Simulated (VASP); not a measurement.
Set up this calculation in VASP 6.6.1, as the native input.

```
Task                   : single point
Functional             : LDA
Potentials or basis    : VASP PAW LDA potentials, release 64 (Be, Fe)
Cutoff                 : 520 eV
k mesh                 : 7 × 7 × 7
Occupations            : fermi-dirac, width 0.1 eV
Spin                   : collinear spin, ferrimagnetic start
Starting moments       : [-0.02, -0.02, -0.02, 0.82] μB
Fixed moment           : 0.7 μB
Dipole correction      : no
Further INCAR settings : ALGO = Normal; EDIFF = 1e-06; NBANDS = 19
```

The structure of Be3Fe lies in POSCAR:

```
Be3Fe
1.0
    3.2390010000      0.0000000000      0.0000000000
    0.0000000000      3.2390010000      0.0000000000
    0.0000000000      0.0000000000      3.2390010000
Be Fe
3 1
Direct
    0.0000000000      0.5000000000      0.5000000000
    0.5000000000      0.0000000000      0.5000000000
    0.5000000000      0.5000000000      0.0000000000
    0.0000000000      0.0000000000      0.0000000000
```

The input as run:

INCAR

```
  ALGO = Normal
  EDIFF = 1E-6
  ENCUT = 520
  ISIF = 2
  ISMEAR = -1
  ISPIN = 2
  LASPH = T
  LCHARG = F
  LMAXMIX = 4
  LORBIT = 11
  LREAL = F
  LWAVE = F
  MAGMOM = -0.02 -0.02 -0.02 0.82
  NBANDS = 19
  NELM = 150
  NUPDOWN = 0.7
  PREC = Accurate
  SIGMA = 0.1
```

KPOINTS

```
k-points
0
Gamma
  7 7 7
```

Potentials or basis: VASP PAW LDA potentials, release 64 (Be, Fe).

Command:

```bash
$ cat potpaw_LDA.64/Be/POTCAR potpaw_LDA.64/Fe/POTCAR > POTCAR
$ mpirun -np 1 vasp_std > vasp.out
```

It gave:

* Pressure: -10.3 GPa
* Net moment: 0.70 μB per cell
* Site moments: Be -0.02; Fe +0.75 μB
* Valence electrons inside the program's atomic spheres: Be 1.17; Fe 7.55

Caveat: the total moment is fixed, so each spin has its own Fermi level.

Wall time 26 s on 1 thread of AMD EPYC 7R13 Processor (Zen 3), with other jobs on the host, peak memory 0.11 GiB.
